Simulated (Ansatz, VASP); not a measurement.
**NiO2: VASP beside Ansatz**

INCAR

```
SYSTEM = NiO2
PREC = Accurate
ENCUT = 520
EDIFF = 1E-6
ISMEAR = 0
SIGMA = 0.05
LREAL = .FALSE.
LASPH = .TRUE.
NELM = 100
ALGO = Normal
ISIF = 2
LWAVE = .FALSE.
LCHARG = .FALSE.
NBANDS = 18
```

The input KPOINTS:

```
Automatic mesh
0
G
  12 12 6
  0 0 0
```

Contents of POSCAR:

```
NiO2
1.0
    2.8038519370      0.0000000000      0.0000000000
   -1.4019259685      2.4282070059      0.0000000000
    0.0000000000      0.0000000000      4.0838103463
Ni O
1 2
Direct
    0.0000000000      0.0000000000      0.5000000000
    0.6666666667      0.3333333333      0.7186230907
    0.3333333333      0.6666666667      0.2813769093
```

Input for Ansatz:

```yaml
crystal:
  lattice:
    - [2.803851937, 0.0, 0.0]
    - [-1.4019259685, 2.4282070059, 0.0]
    - [0.0, 0.0, 4.0838103463]
  atoms:
    - { symbol: Ni, position: [0.0, 0.0, 0.5] }
    - { symbol: O, position: [0.6666666667, 0.3333333333, 0.7186230907] }
    - { symbol: O, position: [0.3333333333, 0.6666666667, 0.2813769093] }
basis:
  ecutwfc: 520.0
kpoints:
  mp_grid: { grid: [12, 12, 6] }
hamiltonian:
  xc: lda
  pseudopotentials: { kind: paw }
scf:
  occupations: { method: gaussian, width: 0.05 }
output:
  forces: true
  stress: true
  eigenvalues: true
```

Alike in both runs: task single point; functional LDA; k mesh 12 × 12 × 6; occupations gaussian, width 0.05 eV; no spin polarisation.

|  | VASP | Ansatz |
| --- | --- | --- |
| version | VASP 6.6.1 | Ansatz 0.2.0 |
| potentials or method | VASP PAW LDA potentials, release 64 (Ni, O), cutoff 520 eV | scalar-relativistic, plane waves, PAW |
| valence electrons in the cell | 22 | 30 |

|  | VASP | Ansatz | Ansatz less VASP |
| --- | --- | --- | --- |
| gap on the k mesh at the Fermi level (eV) | 0.63 | 0.66 | +0.035 |
| least direct gap on the mesh (eV) | 0.98 | 1.01 | +0.027 |
| pressure (GPa) | -1.9 | -3.0 | -1.07 |
| traceless stress, the component that is largest in VASP (GPa) | 4.07 | 4.76 | +0.688 |
| rms of the force components (eV/Å) | 0.103 | 0.063 | -0.0401 |

LDA's correlation is that of Perdew and Zunger in VASP and of Perdew and Wang (1992) in Ansatz. Atom by atom the forces differ by 0.040 eV/Å (rms over components). VASP's potentials hold 22 valence electrons a cell and Ansatz's 30, so a difference there can come from the potentials and not from the codes.
